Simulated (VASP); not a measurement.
# Rb (Im-3m) in VASP: a series of runs

The runs below take Rb through single point, with PBE, r2SCAN.

Program: VASP 6.6.1. These are calculated values, not measurements. Logs are shortened: lines on timing, memory, paths and dates and some standing lists are left out, and cuts for length are marked.

**1. The cell of the first run**

Symmetry: Im-3m, No. 229, cubic system. The conventional cell has a = 5.597 Å, b = 5.597 Å, c = 5.597 Å, α = 90.00°, β = 90.00°, γ = 90.00°.

**2. Single point, PBE (87.69 Å³/atom)**

INCAR reads:

```
SYSTEM = Rb
ALGO = Normal
EDIFF = 1E-6
ENCUT = 520
GGA = PE
ISIF = 2
ISMEAR = 0
LASPH = .True.
LCHARG = .False.
LREAL = .False.
LWAVE = .False.
NBANDS = 10
NELM = 100
PREC = Accurate
SIGMA = 0.05
```

KPOINTS reads:

```
k-points
0
Gamma
  6 6 6
  0 0 0
```

POSCAR reads:

```
Rb
1.0
   -2.7987217088      2.7987217088      2.7987217088
    2.7987217088     -2.7987217088      2.7987217088
    2.7987217088      2.7987217088     -2.7987217088
Rb
1
Direct
    0.0000000000      0.0000000000      0.0000000000
```

Potentials or basis: VASP PAW PBE potentials, release 64 (Rb_sv).

On the command line:

```console
$ cat potpaw_PBE.64/Rb_sv/POTCAR > POTCAR
$ mpirun -np 1 vasp_std > vasp.out
```

OUTCAR:

```text
SYSTEM = Rb
   EDIFF = 1E-6
   ENCUT = 520
   GGA = PE
   ISIF = 2
   ISMEAR = 0
   LASPH = .True.
   LREAL = .False.
   NELM = 100
   PREC = Accurate

 ion  position               nearest neighbor table
   1  0.000  0.000  0.000-

  LATTYP: Found a body centered cubic cell.
 ALAT       =     5.5974434176

  Lattice vectors:

 A1 = (  -2.7987217088,   2.7987217088,   2.7987217088)
 A2 = (   2.7987217088,  -2.7987217088,   2.7987217088)
 A3 = (   2.7987217088,   2.7987217088,  -2.7987217088)

Analysis of symmetry for initial positions (statically):
=====================================================================
 Subroutine PRICEL returns:
 Original cell was already a primitive cell.

 Routine SETGRP: Setting up the symmetry group for a
 body centered cubic supercell.

 Subroutine GETGRP returns: Found 48 space group operations
 (whereof 48 operations were pure point group operations)
 out of a pool of 48 trial point group operations.

The static configuration has the point symmetry O_h .

Analysis of symmetry for dynamics (positions and initial velocities):
=====================================================================
 Subroutine PRICEL returns:
 Original cell was already a primitive cell.

 Routine SETGRP: Setting up the symmetry group for a
 body centered cubic supercell.

 Subroutine GETGRP returns: Found 48 space group operations
 (whereof 48 operations were pure point group operations)
 out of a pool of 48 trial point group operations.

The dynamic configuration has the point symmetry O_h .

 Subroutine INISYM returns: Found 48 space group operations
 (whereof 48 operations are pure point group operations),
 and found     1 'primitive' translations

----------------------------------------------------------------------------------------

                                     Primitive cell

  volume of cell :      87.6878

  direct lattice vectors                    reciprocal lattice vectors
    -2.798721709  2.798721709  2.798721709     0.000000000  0.178652989  0.178652989
     2.798721709 -2.798721709  2.798721709     0.178652989  0.000000000  0.178652989
     2.798721709  2.798721709 -2.798721709     0.178652989  0.178652989  0.000000000

  length of vectors
     4.847528196  4.847528196  4.847528196     0.252653481  0.252653481  0.252653481

  position of ions in fractional coordinates (direct lattice)
[... 70 lines left out ...]
   EDIFFG = 0.1E-04   stopping-criterion for IOM
   NSW    =      0    number of steps for IOM
   IBRION =     -1    ionic relax: 0-MD 1-quasi-New 2-CG
   NFREE  =      0    steps in history (QN), initial steepest desc. (CG)
   ISIF   =      2    stress and relaxation
   ISYM   =      2    0-nonsym 1-usesym 2-fastsym
   POTIM  = 0.5000    time-step for ionic-motion
   TEBEG  =    0.0;   TEEND  =   0.0 temperature during run
   PSTRESS=    0.0 pullay stress
   NELECT =       9.0000    total number of electrons
   NUPDOWN=      -1.0000    fix difference up-down
   EMIN   =  10.00;   EMAX   =-10.00  energy-range for DOS
   EFERMI =   0.00;   METHOD = LEGACY
   ISMEAR =     0;   SIGMA  =   0.05  broadening in eV -4-tet -1-fermi 0-gaus
   EFERMI_NEDOS =   21; number of points for ismear=-14 and -15
   IALGO  =     38    algorithm
   IMIX   =      4    mixing-type and parameters
     AMIX     =   0.40;   BMIX     =  1.00
     AMIX_MAG =   1.60;   BMIX_MAG =  1.00
  volume/ion in A,a.u.               =      87.69       591.75
  Fermi-wavevector in a.u.,A,eV,Ry     =   0.766495  1.448465  7.993620  0.587514
  Thomas-Fermi vector in A             =   1.866846
   LORBIT       =      0    0 simple, 1 ext, 2 COOP (PROOUT), +10 PAW based schemes
   GGA     = PE    functional components
   LHFCALC =     F    Hartree Fock is set to
   AEXX    =    0.0000 exact exchange contribution
   IVDW    =     0    specifies the selected vdW correction
   LEPSILON=     F    determine dielectric tensor
   LRPA    =     F    only Hartree local field effects (RPA)
 non-spin polarized calculation
 Gauss-broadening in eV      SIGMA  =   0.05
  energy-cutoff  :      520.00
  volume of cell :       87.69
 maximum number of plane-waves:      2382
   NGX = 19   NGY = 19   NGZ = 19

 number of electron       9.0000000 magnetization

 Free energy of the ion-electron system (eV)
  ---------------------------------------------------
  ext. energy  EPLUGINS =         0.00000000
  ---------------------------------------------------
  free energy    TOTEN  =        -0.91688537 eV

  energy without entropy =       -0.91069369  energy(sigma->0) =       -0.91378953

 E-fermi :   0.1182     XC(G=0):  -5.5562

 val. band max:       -0.1058707900   @ k =   0.1667   0.1667   0.1667
 cond. band min:       0.1237211872   @ k =   0.3333   0.1667  -0.0000
 fundamental gap:      0.2295919771
 Fermi energy:         0.1181594146

 k-point     1 :       0.0000    0.0000    0.0000
  band No.  band energies     occupation
      1     -28.7863      2.00000
      2     -12.8248      2.00000
      3     -12.8248      2.00000
      4     -12.8248      2.00000
      5      -1.9248      2.00000
      6       3.8099      0.00000
      7       3.8099      0.00000
      8       3.8099      0.00000
      9       4.7699      0.00000
     10       4.7699      0.00000
[... 183 lines left out ...]
 k-point    16 :       0.5000    0.5000    0.5000
  band No.  band energies     occupation
      1     -28.7773      2.00000
      2     -12.9024      2.00000
      3     -12.9024      2.00000
      4     -12.9024      2.00000
      5       1.3297      0.00000
      6       1.3297      0.00000
      7       3.4447      0.00000
      8       3.4447      0.00000
      9       3.4447      0.00000
     10       5.0927      0.00000

------------------------ aborting loop because EDIFF is reached ----------------------------------------

  FORCE on cell =-STRESS in cart. coord.  units (eV):
  Direction    XX          YY          ZZ          XY          YZ          ZX
  --------------------------------------------------------------------------------------
  -------------------------------------------------------------------------------------
  Total        0.0747265      0.0747265      0.0747265      0.0000000      0.0000000     -0.0000000
  in kB        1.3653567      1.3653567      1.3653567      0.0000000      0.0000000     -0.0000000
  external PRESSURE =       1.3653567 kB  Pullay stress =       0.0000000 kB

 VOLUME and BASIS-vectors are now :
 -----------------------------------------------------------------------------
  energy-cutoff  :      520.00
  volume of cell :       87.69
      direct lattice vectors                 reciprocal lattice vectors
    -2.798721709  2.798721709  2.798721709     0.000000000  0.178652989  0.178652989
     2.798721709 -2.798721709  2.798721709     0.178652989  0.000000000  0.178652989
     2.798721709  2.798721709 -2.798721709     0.178652989  0.178652989  0.000000000

 POSITION                                       TOTAL-FORCE (eV/Angst)
 -----------------------------------------------------------------------------------
      0.00000      0.00000      0.00000         0.000000      0.000000      0.000000
 -----------------------------------------------------------------------------------
    total drift:                               -0.000000      0.000000      0.000000

  FREE ENERGIE OF THE ION-ELECTRON SYSTEM (eV)
  ---------------------------------------------------
  free  energy   TOTEN  =        -0.9168853737 eV

  energy  without entropy=       -0.9106936882  energy(sigma->0) =       -0.91378953
```

Run time: 11 s. Hardware: 1 thread of Intel Xeon 8259CL, shared host; peak memory 0.2 GiB.

Results:

| Property | Result |
| --- | --- |
| Free energy | -0.9169 eV |
| Pressure | 0.1 GPa |
| Band gap on the k mesh | zero (an odd number of electrons rules out a gap without spin polarisation) |

Levels at points of the mesh, in eV from the Fermi level:
| k point | band 1 | band 2 | band 3 | band 4 | band 5 | band 6 | band 7 | band 8 | band 9 |
| --- | --- | --- | --- | --- | --- | --- | --- | --- | --- |
| (0.00, 0.00, 0.00) | -28.90 | -12.94 | -12.94 | -12.94 | -2.04 | 3.69 | 3.69 | 3.69 | 4.65 |
| (0.50, 0.00, 0.00) | -28.90 | -13.05 | -12.98 | -12.94 | 0.21 | 0.79 | 2.57 | 4.31 | 5.24 |
| (0.50, 0.50, 0.50) | -28.90 | -13.02 | -13.02 | -13.02 | 1.21 | 1.21 | 3.33 | 3.33 | 3.33 |

**3. Single point, PBE (91.87 Å³/atom)**

This run uses another cell than the first one, of 91.87 Å³/atom.

INCAR reads:

```
  PREC = Accurate
  ENCUT = 520
  EDIFF = 1E-6
  ISMEAR = 0
  SIGMA = 0.05
  LREAL = False
  LASPH = True
  NELM = 100
  ALGO = Normal
  ISIF = 2
  LWAVE = False
  LCHARG = False
  GGA = PE
  NBANDS = 10
```

KPOINTS reads:

```
Automatic mesh
0
Gamma
  6 6 6
```

POSCAR reads:

```
Rb
1.0
   -2.8425668548      2.8425668548      2.8425668548
    2.8425668548     -2.8425668548      2.8425668548
    2.8425668548      2.8425668548     -2.8425668548
Rb
1
Direct
    0.0000000000      0.0000000000      0.0000000000
```

Potentials or basis: VASP PAW PBE potentials, release 64 (Rb_sv).

On the command line:

```console
$ cat potpaw_PBE.64/Rb_sv/POTCAR > POTCAR
$ mpirun -np 1 vasp_std > vasp.out
```

OUTCAR:

```text
PREC = Accurate
   ENCUT = 520
   EDIFF = 1E-6
   ISMEAR = 0
   LREAL = False
   LASPH = True
   NELM = 100
   ISIF = 2
   GGA = PE

 ion  position               nearest neighbor table
   1  0.000  0.000  0.000-

  LATTYP: Found a body centered cubic cell.
 ALAT       =     5.6851337096

  Lattice vectors:

 A1 = (  -2.8425668548,   2.8425668548,   2.8425668548)
 A2 = (   2.8425668548,  -2.8425668548,   2.8425668548)
 A3 = (   2.8425668548,   2.8425668548,  -2.8425668548)

Analysis of symmetry for initial positions (statically):
=====================================================================
 Subroutine PRICEL returns:
 Original cell was already a primitive cell.

 Routine SETGRP: Setting up the symmetry group for a
 body centered cubic supercell.

 Subroutine GETGRP returns: Found 48 space group operations
 (whereof 48 operations were pure point group operations)
 out of a pool of 48 trial point group operations.

The static configuration has the point symmetry O_h .

Analysis of symmetry for dynamics (positions and initial velocities):
=====================================================================
 Subroutine PRICEL returns:
 Original cell was already a primitive cell.

 Routine SETGRP: Setting up the symmetry group for a
 body centered cubic supercell.

 Subroutine GETGRP returns: Found 48 space group operations
 (whereof 48 operations were pure point group operations)
 out of a pool of 48 trial point group operations.

The dynamic configuration has the point symmetry O_h .

 Subroutine INISYM returns: Found 48 space group operations
 (whereof 48 operations are pure point group operations),
 and found     1 'primitive' translations

----------------------------------------------------------------------------------------

                                     Primitive cell

[... 101 lines left out ...]
  Fermi-wavevector in a.u.,A,eV,Ry     =   0.754672  1.426124  7.748927  0.569530
  Thomas-Fermi vector in A             =   1.852393
   LORBIT       =      0    0 simple, 1 ext, 2 COOP (PROOUT), +10 PAW based schemes
   GGA     = PE    functional components
   LHFCALC =     F    Hartree Fock is set to
   AEXX    =    0.0000 exact exchange contribution
   IVDW    =     0    specifies the selected vdW correction
   LEPSILON=     F    determine dielectric tensor
   LRPA    =     F    only Hartree local field effects (RPA)
 non-spin polarized calculation
 Gauss-broadening in eV      SIGMA  =   0.05
  energy-cutoff  :      520.00
  volume of cell :       91.87
 maximum number of plane-waves:      2491
 NGX is ok and might be reduce to    40
   NGX = 19   NGY = 19   NGZ = 19

 number of electron       9.0000000 magnetization

 Free energy of the ion-electron system (eV)
  ---------------------------------------------------
  ext. energy  EPLUGINS =         0.00000000
  ---------------------------------------------------
  free energy    TOTEN  =        -0.91857595 eV

  energy without entropy =       -0.91238426  energy(sigma->0) =       -0.91548010

 E-fermi :   0.0105     XC(G=0):  -5.4433

 val. band max:       -0.2118585467   @ k =   0.1667   0.1667   0.1667
 cond. band min:       0.0160453699   @ k =   0.3333   0.1667   0.0000
 fundamental gap:      0.2279039166
 Fermi energy:         0.0104835973

 k-point     1 :       0.0000    0.0000    0.0000
  band No.  band energies     occupation
      1     -28.9162      2.00000
      2     -12.9595      2.00000
      3     -12.9595      2.00000
      4     -12.9595      2.00000
      5      -1.9686      2.00000
      6       3.6604      0.00000
      7       3.6604      0.00000
      8       3.6604      0.00000
      9       4.5881      0.00000
     10       4.5881      0.00000
[... 183 lines left out ...]
 k-point    16 :       0.5000    0.5000    0.5000
  band No.  band energies     occupation
      1     -28.9090      2.00000
      2     -13.0259      2.00000
      3     -13.0259      2.00000
      4     -13.0259      2.00000
      5       1.2556      0.00000
      6       1.2556      0.00000
      7       3.2164      0.00000
      8       3.2164      0.00000
      9       3.2164      0.00000
     10       4.7305      0.00000

------------------------ aborting loop because EDIFF is reached ----------------------------------------

  FORCE on cell =-STRESS in cart. coord.  units (eV):
  Direction    XX          YY          ZZ          XY          YZ          ZX
  --------------------------------------------------------------------------------------
  -------------------------------------------------------------------------------------
  Total       -0.0007245     -0.0007245     -0.0007245     -0.0000000      0.0000000     -0.0000000
  in kB       -0.0126341     -0.0126341     -0.0126341     -0.0000000      0.0000000     -0.0000000
  external PRESSURE =      -0.0126341 kB  Pullay stress =       0.0000000 kB

 VOLUME and BASIS-vectors are now :
 -----------------------------------------------------------------------------
  energy-cutoff  :      520.00
  volume of cell :       91.87
      direct lattice vectors                 reciprocal lattice vectors
    -2.842566855  2.842566855  2.842566855     0.000000000  0.175897358  0.175897358
     2.842566855 -2.842566855  2.842566855     0.175897358  0.000000000  0.175897358
     2.842566855  2.842566855 -2.842566855     0.175897358  0.175897358  0.000000000

 POSITION                                       TOTAL-FORCE (eV/Angst)
 -----------------------------------------------------------------------------------
      0.00000      0.00000      0.00000         0.000000     -0.000000     -0.000000
 -----------------------------------------------------------------------------------
    total drift:                                0.000000      0.000000     -0.000000

  FREE ENERGIE OF THE ION-ELECTRON SYSTEM (eV)
  ---------------------------------------------------
  free  energy   TOTEN  =        -0.9185759466 eV

  energy  without entropy=       -0.9123842611  energy(sigma->0) =       -0.91548010
```

It took 15 s on 1 thread of Intel Xeon 8259CL, shared host; peak memory 0.23 GiB.

Results:

* Free energy: -0.9186 eV
* Pressure: 0.0 GPa
* Band gap on the k mesh: zero (an odd number of electrons rules out a gap without spin polarisation)

Levels at points of the mesh, in eV from the Fermi level:
```
           k point  band 1  band 2  band 3  band 4  band 5  band 6  band 7  band 8
(0.00, 0.00, 0.00)  -28.93  -12.97  -12.97  -12.97   -1.98    3.65    3.65    3.65
(0.50, 0.00, 0.00)  -28.92  -13.06  -13.00  -12.97    0.22    0.75    2.56    4.21
(0.50, 0.50, 0.50)  -28.92  -13.04  -13.04  -13.04    1.25    1.25    3.21    3.21
```

(Part 1 of 3 ends here.)
